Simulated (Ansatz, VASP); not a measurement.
# In in VASP and in Ansatz

The input INCAR:

```
PREC = Accurate ; ENCUT = 500
EDIFF = 1E-6 ; ISMEAR = 0
SIGMA = 0.1 ; LREAL = F
LASPH = T ; NELM = 200
ALGO = Normal ; ISIF = 2
LWAVE = F ; LCHARG = F
ISPIN = 2 ; MAGMOM = 0 2 0
LORBIT = 11 ; GGA = PE
NBANDS = 30 ; GGA_COMPAT = F
```

Contents of KPOINTS:

```
Automatic mesh
0
Gamma
  3 3 3
```

File POSCAR:

```
In
1.0
    1.6696368166      0.9639652655      8.2074632500
   -1.6696368166      0.9639652655      8.2074632500
    0.0000000000     -1.9279305310      8.2074632500
In
3
Direct
    0.0000000000      0.0000000000      0.0000000000
    0.7780122400      0.7780122400      0.7780122400
    0.2219877600      0.2219877600      0.2219877600
```

Input for Ansatz:

```yaml
crystal:
  lattice:
    - [1.6696368166, 0.9639652655, 8.20746325]
    - [-1.6696368166, 0.9639652655, 8.20746325]
    - [0.0, -1.927930531, 8.20746325]
  atoms:
    - { symbol: In, position: [0.0, 0.0, 0.0] }
    - { symbol: In, position: [0.77801224, 0.77801224, 0.77801224], spin: 2.0 }
    - { symbol: In, position: [0.22198776, 0.22198776, 0.22198776] }
  symmetry: { tolerance: 0.001 }
basis:
  ecutwfc: 420
kpoints:
  mp_grid: { grid: [3, 3, 3] }
hamiltonian:
  xc: pbe
scf:
  occupations: { method: gaussian, width: 0.1 }
  lower_state_search: "off"
  max_iter: 30
  convergence: { dr2_threshold: "1e-10 eV" }
output:
  forces: true
  stress: true
  eigenvalues: true
  populations: true
magnetization:
  spin_polarized: true
```

Alike in both runs: task single point; functional PBE; k mesh 3 × 3 × 3; occupations gaussian, width 0.1 eV; collinear spin.

|  | VASP | Ansatz |
| --- | --- | --- |
| version | VASP 6.6.1 | Ansatz 0.2.0 |
| potentials or method | VASP PAW PBE potentials, release 64 (In_d), cutoff 500 eV | scalar-relativistic, plane waves, PAW |
| valence electrons in the cell | 39 | 39 |

|  | VASP | Ansatz | Ansatz less VASP |
| --- | --- | --- | --- |
| gap on the k mesh at the Fermi level (eV) | none | none | - |
| pressure (GPa) | 2.4 | 2.4 | +0.02 |
| traceless stress, the component that is largest in VASP (GPa) | -10.63 | -10.63 | -0.002 |
| rms of the force components (eV/Å) | 0.042 | 0.043 | +0.0008 |
| net moment per atom (μB) | 0.00 | 0.00 | -0.001 |

Atom by atom the forces differ by 0.001 eV/Å (rms over components). A gap of «none» marks a metal or a gap that the smearing closes. Ansatz's warnings: seeded moment not kept.

The k mesh is coarse, so the values compare programs but aren't converged.
